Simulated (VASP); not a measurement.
Wanted: the native input for a VASP 6.6.1 run.

```yaml
Task: single point
Functional: PBE
Potentials_or_basis: VASP PAW PBE potentials, release 64 (Sr_sv, Cl)
Cutoff: 520 eV
k_mesh: 6 × 6 × 6
Occupations: fermi-dirac, width 0.02 eV
Spin: no spin polarisation
Dipole_correction: no
Further_INCAR_settings: ALGO = Normal; EDIFF = 1e-06; NBANDS = 19
```

The structure of SrCl2 lies in POSCAR:

```
SrCl2
1.0
   -0.0933239162      3.4677028664      3.4677028664
    3.4677028664     -0.0933239162      3.4677028664
    3.4677028664      3.4677028664     -0.0933239162
Sr Cl
1 2
Direct
    0.0000000000      0.0000000000      0.0000000000
    0.2525357488      0.2525357488      0.2525357488
    0.7474642512      0.7474642512      0.7474642512
```

This cell differs from its parent crystal: epitaxial 111 strain +1.8%.

These files were run (other wordings do the same):

INCAR

```
SYSTEM = SrCl2
  PREC = Accurate
  ENCUT = 520
  EDIFF = 1E-6
  ISMEAR = -1
  SIGMA = 0.02
  LREAL = .FALSE.
  LASPH = .TRUE.
  NELM = 60
  ALGO = Normal
  ISIF = 2
  LWAVE = .FALSE.
  LCHARG = .FALSE.
  GGA = PE
  NBANDS = 19
```

KPOINTS

```
Automatic mesh
0
G
  6 6 6
  0 0 0
```

Potentials or basis: VASP PAW PBE potentials, release 64 (Sr_sv, Cl).

Command:

```sh
$ cat potpaw_PBE.64/Sr_sv/POTCAR potpaw_PBE.64/Cl/POTCAR > POTCAR
$ mpirun -np 1 vasp_std > vasp.out
```

Results of the run:

```
Pressure               : 0.3 GPa
Largest force          : 0.006 eV/Å
Band gap on the k mesh : 5.25 eV (least direct gap 5.52 eV)
```

Caveat: the cell differs from its parent crystal (epitaxial 111 strain +1.8%); the structure was generated, so it needn't be the stable form of SrCl2.

Wall time 72 s on 1 thread of Intel Xeon 8259CL, on a shared host, peak memory 0.23 GiB.
